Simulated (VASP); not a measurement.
Input of a VASP 6.6.1 run:

INCAR

```
PREC     = Accurate       # precision mode
ENCUT    = 600            # plane-wave cutoff, eV
EDIFF    = 1E-7           # SCF threshold, eV
ISMEAR   = 0              # smearing method
SIGMA    = 0.03           # smearing width, eV
LREAL    = False          # projectors in reciprocal space
LASPH    = True           # aspherical terms in the spheres
NELM     = 80             # most SCF steps
ALGO     = Normal         # electronic algorithm
ISIF     = 3              # what is computed and relaxed
LWAVE    = False          # write WAVECAR
LCHARG   = False          # write CHGCAR
GGA      = PS             # functional
IBRION   = 2              # ionic algorithm
NSW      = 90             # ionic steps
EDIFFG   = -0.005         # ionic threshold
KPAR     = 4
```

The input KPOINTS:

```
Automatic mesh
0
Gamma
  6 6 5
```

The input POSCAR:

```
AlGa7N8                                 
1.0
    0.0000000000      0.0000000000     -5.1615172778
    3.1712617110      5.4927864098     -0.0000000000
    3.1712617110     -5.4927864098      0.0000000000
  Al              Ga              N             
     1     7     8
Direct
     0.0015941741028493    0.1666666699999979    0.3333333300000021
     0.0011490597799923    0.1672453289925621    0.8336226594962842
     0.0011490597799923    0.6663773405037158    0.3327546710074378
     0.0011490597799923    0.6663773405037158    0.8336226594962842
     0.5005974010926689    0.3325418128379925    0.6650836356759787
     0.5005974010926689    0.3325418128379925    0.1674581871620075
     0.5010039816446880    0.8333333300000021    0.6666666699999979
     0.5005974010926689    0.8349163643240213    0.1674581871620075
     0.6335111930422479    0.1666666699999979    0.3333333300000021
     0.6231984872913049    0.1672321913248001    0.8336160906624031
     0.6231984872913049    0.6663839093375969    0.3327678086751998
     0.6231984872913049    0.6663839093375969    0.8336160906624031
     0.1217313977987452    0.3299523496660372    0.6599047093320680
     0.1217313977987452    0.3299523496660371    0.1700476503339629
     0.1238616133220814    0.8333333300000021    0.6666666699999979
     0.1217313977987452    0.8400952906679320    0.1700476503339628
```

Potentials or basis: VASP PAW PBE potentials, release 64 (Al, Ga_d, N).

Command:

```sh
$ cat potpaw_PBE.64/Al/POTCAR potpaw_PBE.64/Ga_d/POTCAR potpaw_PBE.64/N/POTCAR > POTCAR
$ mpirun -np 4 vasp_std > vasp.out
```

(1) What does it give for the band gap on the k mesh?

Results:

(1) 2.17 eV.

Caveat: the relaxation stopped at its first step, so nothing moved.
